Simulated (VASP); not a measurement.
A run of VASP 6.6.1:

File INCAR:

```
SYSTEM = BP
PREC     = Accurate       ! precision mode
ENCUT    = 500            ! plane-wave cutoff, eV
EDIFF    = 1E-7           ! SCF threshold, eV
ISMEAR   = 0              ! smearing method
SIGMA    = 0.01           ! smearing width, eV
LREAL    = .False.        ! projectors in reciprocal space
LASPH    = .True.         ! aspherical terms in the spheres
NELM     = 120            ! most SCF steps
ALGO     = Normal         ! electronic algorithm
ISIF     = 3              ! what is computed and relaxed
LWAVE    = .False.        ! write WAVECAR
LCHARG   = .False.        ! write CHGCAR
GGA      = PS             ! functional
IBRION   = 2              ! ionic algorithm
NSW      = 100            ! ionic steps
EDIFFG   = -0.002         ! ionic threshold
GGA_COMPAT= .False.      
NELMIN   = 4
```

The input KPOINTS:

```
regular mesh
0
Gamma
  8 8 8
  0 0 0
```

Contents of POSCAR:

```
BP
1.0
    0.0000000000      2.2690000000      2.2690000000
    2.2690000000      0.0000000000      2.2690000000
    2.2690000000      2.2690000000      0.0000000000
B P
1 1
Direct
    0.0000000000      0.0000000000      0.0000000000
    0.7500000000      0.7500000000      0.7500000000
```

Potentials or basis: VASP PAW PBE potentials, release 64 (B, P).

Command:

```bash
$ cat potpaw_PBE.64/B/POTCAR potpaw_PBE.64/P/POTCAR > POTCAR
$ mpirun -np 1 vasp_std > vasp.out
```

Hardware: 1 thread of Intel(R) Xeon(R) 6975P-C (Granite Rapids), on a shared host.

Task: How long does it take, and how much memory?

Result: It took 4.8 s on 1 thread of Intel(R) Xeon(R) 6975P-C (Granite Rapids), on a shared host, peak memory 0.13 GiB. Counts: scf iterations 27, k points 29, ion steps 3.
